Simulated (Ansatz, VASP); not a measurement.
# SrO: VASP beside Ansatz

INCAR

```
PREC = Accurate ; ENCUT = 520
EDIFF = 1E-7 ; ISMEAR = 0
SIGMA = 0.05 ; LREAL = False
LASPH = True ; NELM = 60
ALGO = Normal ; ISIF = 2
LWAVE = False ; LCHARG = False
GGA = PE ; NBANDS = 15
```

KPOINTS

```
regular mesh
0
Gamma
  8 8 8
```

File POSCAR:

```
SrO
1.0
    0.0000000000      2.6340450000      2.6982900000
    2.6340450000      0.0000000000      2.6982900000
    2.6340450000      2.6340450000      0.0000000000
Sr O
1 1
Direct
    0.0000000000      0.0000000000      0.0000000000
    0.5000000000      0.5000000000      0.5000000000
```

Input for Ansatz:

```yaml
crystal:
  lattice:
    - [0.0, 2.634045, 2.69829]
    - [2.634045, 0.0, 2.69829]
    - [2.634045, 2.634045, 0.0]
  atoms:
    - { symbol: Sr, position: [0.0, 0.0, 0.0] }
    - { symbol: O, position: [0.5, 0.5, 0.5] }
basis:
  ecutwfc: 420
kpoints:
  mp_grid: { grid: [8, 8, 8] }
hamiltonian:
  xc: pbe
scf:
  occupations: { method: gaussian, width: 0.05 }
output:
  forces: true
  stress: true
  eigenvalues: true
```

Change from the starting cell: strain +0.025 along x and y, +0.050 along z, atoms carried along.

Alike in both runs: task single point; functional PBE; k mesh 8 × 8 × 8; occupations gaussian, width 0.05 eV; no spin polarisation.

|  | VASP | Ansatz |
| --- | --- | --- |
| version | VASP 6.6.1 | Ansatz 0.2.0 |
| potentials or method | VASP PAW PBE potentials, release 64 (Sr_sv, O), cutoff 520 eV | scalar-relativistic, plane waves, PAW |
| valence electrons in the cell | 16 | 16 |

VASP gave:

```
gap on the k mesh at the Fermi level (eV)                     : 3.26
least direct gap on the mesh (eV)                             : 3.30
pressure (GPa)                                                : -4.4
traceless stress, the component that is largest in VASP (GPa) : -1.19
```

Q: Which values does Ansatz return?

A: gap on the k mesh at the Fermi level (eV): 3.30; least direct gap on the mesh (eV): 3.32; pressure (GPa): -4.7; traceless stress, the component that is largest in VASP (GPa): -1.12.

With one functional, cell and mesh, what is left measures potentials, basis and numerics.
